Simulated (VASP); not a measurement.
## Ga4Sb3As: single point with PBE

Ga4Sb3As:

```xyz
8
Lattice="4.3146 0.0000 0.0000 0.0000 4.3146 0.0000 0.0000 0.0000 12.1934" Properties=species:S:1:pos:R:3 pbc="T T T"
Ga    2.1573    0.0000    7.6730
Ga    0.0000    2.1573   10.8204
Ga    2.1573    0.0000    1.3730
Ga    0.0000    2.1573    4.5205
Sb    2.1573    2.1573    2.9485
Sb    0.0000    0.0000    6.0967
Sb    2.1573    2.1573    9.2450
As    0.0000    0.0000    0.0000
```

```json
{"Program": "VASP 6.6.1", "Task": "single point", "Functional": "PBE", "Potentials or basis": "VASP PAW PBE potentials, release 64 (Ga_d, Sb, As)", "Cutoff": "520 eV", "k mesh": "4 × 4 × 2", "Occupations": "gaussian, width 0.1 eV", "Spin": "no spin polarisation"}
```

```json
{
 "Pressure": "0.4 GPa",
 "Largest force": "0.024 eV/Å",
 "Band gap on the k mesh": "zero (filled and empty bands touch)"
}
```

Forces in eV/Å, atoms in the order of the input:
```
Ga   0.000  0.000  0.005
Ga   0.000  0.000  0.024
Ga   0.000  0.000 -0.024
Ga   0.000  0.000 -0.005
Sb   0.000  0.000  0.007
Sb   0.000  0.000  0.000
Sb   0.000  0.000 -0.007
As   0.000  0.000  0.000
```

Stress tensor (GPa, compression positive):
```
 0.63  0.00  0.00
 0.00  0.63  0.00
 0.00  0.00 -0.21
```

Levels at points of the mesh, in eV from the Fermi level:
| k point | band 32 | band 33 | band 34 | band 35 | band 36 | band 37 | band 38 | band 39 | band 40 | band 41 |
| --- | --- | --- | --- | --- | --- | --- | --- | --- | --- | --- |
| (0.00, 0.00, 0.00) | -1.43 | -1.43 | -0.33 | -0.07 | 0.00 | 0.00 | 0.94 | 1.34 | 1.36 | 1.52 |
| (0.50, 0.00, 0.00) | -1.14 | -1.12 | -1.00 | -0.97 | -0.92 | 0.11 | 0.56 | 1.84 | 2.22 | 3.81 |
| (0.50, 0.50, 0.00) | -3.02 | -2.54 | -2.48 | -2.48 | -2.41 | 1.05 | 1.05 | 1.28 | 1.37 | 3.62 |
| (0.00, 0.00, 0.50) | -2.05 | -0.77 | -0.77 | -0.49 | -0.49 | 0.86 | 1.01 | 1.57 | 1.59 | 1.90 |
| (0.50, 0.00, 0.50) | -2.18 | -1.77 | -0.98 | -0.97 | -0.95 | 0.93 | 1.49 | 1.56 | 1.67 | 3.64 |
| (0.50, 0.50, 0.50) | -2.86 | -2.86 | -2.81 | -2.74 | -2.68 | 1.92 | 1.92 | 2.15 | 2.15 | 2.18 |

Run time: 76 s on 1 thread of AMD EPYC 9R45 96-Core Processor (Zen 5) (shared host), peak memory 0.33 GiB.

Caveat: the k points lie up to 0.36 Å⁻¹ apart; spin-orbit coupling is left out, which moves the levels of the heavy elements.
